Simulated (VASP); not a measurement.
Here is a VASP 6.6.1 calculation.

The input INCAR:

```
SYSTEM = Te
  ALGO = Normal
  EDIFF = 1E-6
  EDIFFG = -0.005
  ENCUT = 600
  GGA = PE
  IBRION = 2
  ISIF = 3
  ISMEAR = -1
  LASPH = .True.
  LCHARG = .False.
  LREAL = .False.
  LWAVE = .False.
  NELM = 60
  NSW = 60
  PREC = Accurate
  PSTRESS = 1900.0
  SIGMA = 0.1
```

File KPOINTS:

```
k-points
0
Gamma
  17 17 15
  0 0 0
```

The input POSCAR:

```
Te
1.0
    2.6024707021      0.0000000000      0.0000000000
   -1.3012353510      2.2538057406      0.0000000000
    0.0000000000      0.0000000000      2.4463224599
Te
1
Direct
    0.0000000000      0.0000000000      0.0000000000
```

Potentials or basis: VASP PAW PBE potentials, release 64 (Te).

Run with:

```bash
$ cat potpaw_PBE.64/Te/POTCAR > POTCAR
$ mpirun -np 1 vasp_std > vasp.out
```

Task: Estimate the space group after relaxing (to 0.1 Å).

Result: P6/mmm (No. 191).

Task: What does it give for the relaxed cell?

Result: a = 2.639 Å, b = 2.639 Å, c = 2.481 Å, α = 90.00°, β = 90.00°, γ = 120.00°.

The path:
```tsv
step	energy change (eV)	largest force (eV/Å)	pressure (GPa)	volume (Å³)
1	0.0000	0.0000	220.82	14.35
2	-4.6547	0.0000	50.78	20.88
3	-0.9586	0.0000	183.27	15.11
4	-0.7903	0.0000	189.76	14.97
5	-0.7755	0.0000	190.37	14.95
6	-0.7766	0.0000	190.32	14.96
7	-0.7758	0.0000	190.35	14.95
8	-0.7822	0.0000	190.10	14.96
9	-0.7848	0.0000	190.01	14.96
```

Caveat: the cell is relaxed towards a set pressure, so the run minimises the enthalpy, not the energy.
